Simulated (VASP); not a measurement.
A run of VASP 6.6.1 is set up as follows.

INCAR

```
SYSTEM = Ge
PREC = Accurate
ENCUT = 520
EDIFF = 1E-7
ISMEAR = -1
SIGMA = 0.05
LREAL = .FALSE.
LASPH = .TRUE.
NELM = 60
ALGO = Normal
ISIF = 2
LWAVE = .FALSE.
LCHARG = .FALSE.
GGA = PE
NBANDS = 21
```

KPOINTS

```
regular mesh
0
G
  14 14 14
  0 0 0
```

POSCAR

```
Ge
1.0
    0.0000000000      2.8286750000      2.8003882500
    2.8286750000      0.0000000000      2.8003882500
    2.8286750000      2.8286750000      0.0000000000
Ge
2
Direct
    0.0000000000      0.0000000000      0.0000000000
    0.2500000000      0.2500000000      0.2500000000
```

Potentials or basis: VASP PAW PBE potentials, release 64 (Ge_d).

Launch:

```bash
$ cat potpaw_PBE.64/Ge_d/POTCAR > POTCAR
$ mpirun -np 1 vasp_std > vasp.out
```

Q: What does it give for the pressure?

A: 4.3 GPa.

Q: What does it give for the band gap on the k mesh?

A: 0.08 eV, direct.

Stress tensor (GPa, compression positive):
```
4.10 0.00 0.00
0.00 4.10 0.00
0.00 0.00 4.81
```

Caveat: the cell differs from its parent crystal (z stretched by -1 %, then relaxed in part). A k mesh can miss the band edges.
